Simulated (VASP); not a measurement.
Set up this calculation in VASP 6.6.1, as the native input.

- Task: relaxation of cell and atoms
- Functional: PBE
- Potentials or basis: VASP PAW PBE potentials, release 64 (Zr_sv, O)
- Cutoff: 600 eV
- k mesh: 6 × 6 × 4
- Occupations: gaussian, width 0.1 eV
- Spin: no spin polarisation
- Dipole correction: no
- Further INCAR settings: ALGO = Normal; EDIFF = 1e-06; IBRION = 2; EDIFFG = -0.04; NSW = 90; ISIF = 3

The structure of Zr3O2 lies in POSCAR:

```
Zr3O2
1.0
    3.8845141985      0.0000000000      0.0000000000
   -1.9422570992      3.3640879772      0.0000000000
    0.0000000000      0.0000000000      4.6901926643
Zr O
3 2
Direct
    0.0000000000      0.0000000000      0.0000000000
    0.3333333333      0.6666666667      0.6250000000
    0.6666666667      0.3333333333      0.3750000000
    0.3333333333      0.6666666667      0.1380000000
    0.6666666667      0.3333333333      0.8620000000
```

These files were run (other wordings do the same):

INCAR

```
PREC = Accurate
ENCUT = 600
EDIFF = 1E-6
ISMEAR = 0
SIGMA = 0.1
LREAL = False
LASPH = True
NELM = 60
ALGO = Normal
ISIF = 3
LWAVE = False
LCHARG = False
GGA = PE
IBRION = 2
NSW = 90
EDIFFG = -0.04
```

KPOINTS

```
Automatic mesh
0
Gamma
  6 6 4
```

Potentials or basis: VASP PAW PBE potentials, release 64 (Zr_sv, O).

Launch:

```bash
$ cat potpaw_PBE.64/Zr_sv/POTCAR potpaw_PBE.64/O/POTCAR > POTCAR
$ mpirun -np 1 vasp_std > vasp.out
```

It gave:

```json
{
  "Relaxed volume": "16.28 Å³/atom",
  "Relaxed cell": "a = 4.787 Å, b = 4.787 Å, c = 4.103 Å, α = 90.00°, β = 90.00°, γ = 120.00°",
  "Space group after relaxing (to 0.1 Å)": "P6/mmm (No. 191)",
  "Energy gained by relaxing": "521.9 meV/atom",
  "Ionic steps": "48",
  "Pressure after relaxing": "-0.1 GPa",
  "Largest force after relaxing": "0.040 eV/Å",
  "Band gap on the k mesh": "zero (bands 24 and 25 overlap by 1.84 eV)"
}
```

Caveat: the volume moved by over 15 % at a fixed basis, so the end points are rough.

Wall time 31 min on 1 thread of Intel(R) Xeon(R) Platinum 8259CL CPU @ 2.50GHz (Skylake/Cascade Lake), with other jobs on the host, peak memory 0.22 GiB.
